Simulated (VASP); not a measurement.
Set up this calculation in VASP 6.6.1, as the native input.

```
Task                   : single point
Functional             : PBEsol
Potentials or basis    : VASP PAW PBE potentials, release 64 (Ta_pv, Si)
Cutoff                 : 520 eV
k mesh                 : 12 × 12 × 6
Occupations            : gaussian, width 0.15 eV
Spin                   : no spin polarisation
Dipole correction      : no
Further INCAR settings : ALGO = Normal; EDIFF = 1e-07; NBANDS = 38
```

The structure of TaSi2 lies in POSCAR:

```
TaSi2
1.0
    4.7608595319      0.0000000000      0.0000000000
   -2.3804297659      4.1230252985      0.0000000000
    0.0000000000      0.0000000000      6.5557841497
Ta Si
3 6
Direct
    0.5000000000      0.0000000000      0.5000000000
    0.5000000000      0.5000000000      0.8350988014
    0.0000000000      0.5000000000      0.1649011986
    0.1471405255      0.2942810510      0.5000000000
    0.8336934689      0.1643555725      0.8366445065
    0.6693378965      0.8356444275      0.1633554935
    0.8528594745      0.7057189490      0.5000000000
    0.1663065311      0.8356444275      0.8366445065
    0.3306621035      0.1643555725      0.1633554935
```

This cell differs from its parent crystal: atoms displaced along a vibrational mode.

These files were run (other wordings do the same):

INCAR

```
SYSTEM = TaSi2
ALGO = Normal
EDIFF = 1E-7
ENCUT = 520
GGA = PS
ISIF = 2
ISMEAR = 0
LASPH = .TRUE.
LCHARG = .FALSE.
LREAL = .FALSE.
LWAVE = .FALSE.
NBANDS = 38
NELM = 80
PREC = Accurate
SIGMA = 0.15
```

KPOINTS

```
k-points
0
G
  12 12 6
  0 0 0
```

Potentials or basis: VASP PAW PBE potentials, release 64 (Ta_pv, Si).

Command:

```sh
$ cat potpaw_PBE.64/Ta_pv/POTCAR potpaw_PBE.64/Si/POTCAR > POTCAR
$ mpirun -np 1 vasp_std > vasp.out
```

Results of the run:

* Pressure: 1.0 GPa
* Largest force: 1.178 eV/Å
* Band gap on the k mesh: zero (an odd number of electrons rules out a gap without spin polarisation)

Caveat: the cell differs from its parent crystal (atoms displaced along a vibrational mode); the PAW data sets were made with another functional, which shifts forces and pressure a little; spin-orbit coupling is left out, which moves the levels of the heavy elements; an odd number of electrons without spin polarisation forces a metal; a magnetic or distorted state may lie lower.

Run time: 12 min on 1 thread of Intel(R) Xeon(R) Platinum 8259CL CPU @ 2.50GHz (Skylake/Cascade Lake) (shared host), peak memory 0.71 GiB.
